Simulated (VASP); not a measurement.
Wanted: the native input for a VASP 6.6.1 run.

```
Task                   : single point
Functional             : PBE
Potentials or basis    : VASP PAW PBE potentials, release 64 (N_h)
Cutoff                 : 910 eV
k mesh                 : 6 × 6 × 6
Occupations            : fermi-dirac, width 0.02 eV
Spin                   : no spin polarisation
Dipole correction      : no
Further INCAR settings : ALGO = Normal; EDIFF = 1e-06; NBANDS = 30
```

The structure of N lies in POSCAR:

```
N
1.0
    5.4776487699      0.0000000000      0.0000000000
    0.0000000000      5.4776487699      0.0000000000
    0.0000000000      0.0000000000      5.4776487699
N
8
Direct
    0.0576092967      0.0576092967      0.0576092967
    0.4423907033      0.9423907033      0.5576092967
    0.5576092967      0.4423907033      0.9423907033
    0.9423907033      0.5576092967      0.4423907033
    0.9423907033      0.9423907033      0.9423907033
    0.5576092967      0.0576092967      0.4423907033
    0.4423907033      0.5576092967      0.0576092967
    0.0576092967      0.4423907033      0.5576092967
```

These files were run (other wordings do the same):

INCAR

```
SYSTEM = N
ALGO = Normal
EDIFF = 1E-6
ENCUT = 910
GGA = PE
GGA_COMPAT = .FALSE.
ISIF = 2
ISMEAR = -1
LASPH = .TRUE.
LCHARG = .FALSE.
LREAL = .FALSE.
LWAVE = .FALSE.
NBANDS = 30
NELM = 120
PREC = Accurate
SIGMA = 0.02
```

KPOINTS

```
k-points
0
G
  6 6 6
  0 0 0
```

Potentials or basis: VASP PAW PBE potentials, release 64 (N_h).

Command:

```bash
$ cat potpaw_PBE.64/N_h/POTCAR > POTCAR
$ mpirun -np 1 vasp_std > vasp.out
```

Results of the run:

| Item | Value |
| --- | --- |
| Pressure | 2.5 GPa |
| Largest force | 1.255 eV/Å |
| Band gap on the k mesh | 7.36 eV (least direct gap 7.39 eV) |

Caveat: this functional lacks dispersion, which holds the molecules together, so the pressure and a relaxed volume are unreliable; forces of over 1 eV/Å act on the atoms, so gaps and moduli don't describe the material at rest.

It took 5.4 min on 1 thread of Intel(R) Xeon(R) Platinum 8259CL CPU @ 2.50GHz (Skylake/Cascade Lake), on a shared host, peak memory 0.49 GiB.
